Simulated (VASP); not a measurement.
Wanted: the native input for a VASP 6.6.1 run.

| Property | Result |
| --- | --- |
| Task | relaxation of cell and atoms |
| Functional | PBE |
| Potentials or basis | VASP PAW PBE potentials, release 64 (Cd, Cl) |
| Cutoff | 600 eV |
| k mesh | 4 × 4 × 1 |
| Occupations | gaussian, width 0.2 eV |
| Spin | no spin polarisation |
| Dipole correction | no |
| Further INCAR settings | ALGO = Normal; EDIFF = 1e-06; IBRION = 2; EDIFFG = -0.08; NSW = 36; ISIF = 3 |

The structure of Cd3Cl2 lies in POSCAR:

```
Cd3Cl2
1.0
    3.9032017500      0.0000000000      0.0000000000
    0.0000000000      3.9032017500      0.0000000000
    0.0000000000      0.0000000000     18.3706709900
Cd Cl
6 4
Direct
    0.5000000000      0.5000000000      0.1146765300
    0.5000000000      0.5000000000      0.3038444500
    0.5000000000      0.5000000000      0.5000000000
    0.5000000000      0.5000000000      0.6961555500
    0.5000000000      0.5000000000      0.8853234700
    0.0000000000      0.0000000000      0.0000000000
    0.0000000000      0.0000000000      0.2071866100
    0.0000000000      0.0000000000      0.4020780600
    0.0000000000      0.0000000000      0.5979219400
    0.0000000000      0.0000000000      0.7928133900
```

The cell was built from a structure type or drawn by symmetry, and may not be a known phase.

One way to write it, as run:

INCAR

```
PREC = Accurate
ENCUT = 600
EDIFF = 1E-6
ISMEAR = 0
SIGMA = 0.2
LREAL = F
LASPH = T
NELM = 100
ALGO = Normal
ISIF = 3
LWAVE = F
LCHARG = F
GGA = PE
IBRION = 2
NSW = 36
EDIFFG = -0.08
```

KPOINTS

```
regular mesh
0
Gamma
  4 4 1
```

Potentials or basis: VASP PAW PBE potentials, release 64 (Cd, Cl).

The run is started by

```bash
$ cat potpaw_PBE.64/Cd/POTCAR potpaw_PBE.64/Cl/POTCAR > POTCAR
$ mpirun -np 1 vasp_std > vasp.out
```

Results of the run:

```yaml
Relaxed_volume: 27.20 Å³/atom
Relaxed_cell: a = 3.409 Å, b = 3.409 Å, c = 23.406 Å, α = 90.00°, β = 90.00°, γ = 90.00°
Space_group_after_relaxing_to_0.1_Å: P4/mmm (No. 123)
Energy_gained_by_relaxing: 170.8 meV/atom
Ionic_steps: 30
Pressure_after_relaxing: -0.2 GPa
Largest_force_after_relaxing: 0.070 eV/Å
Band_gap_on_the_k_mesh: zero (bands 50 and 51 overlap by 0.48 eV)
```

Caveat: the k points lie up to 0.46 Å⁻¹ apart in the final cell; a cell axis changed by over 15 % at a fixed basis, so the end point is rough; the relaxation stopped at a loose force limit of 0.08 eV/Å, so its end isn't a converged minimum.

Run time: 43 min on 1 thread of Intel(R) Xeon(R) Platinum 8488C (Sapphire Rapids), with other jobs on the host, peak memory 0.46 GiB.
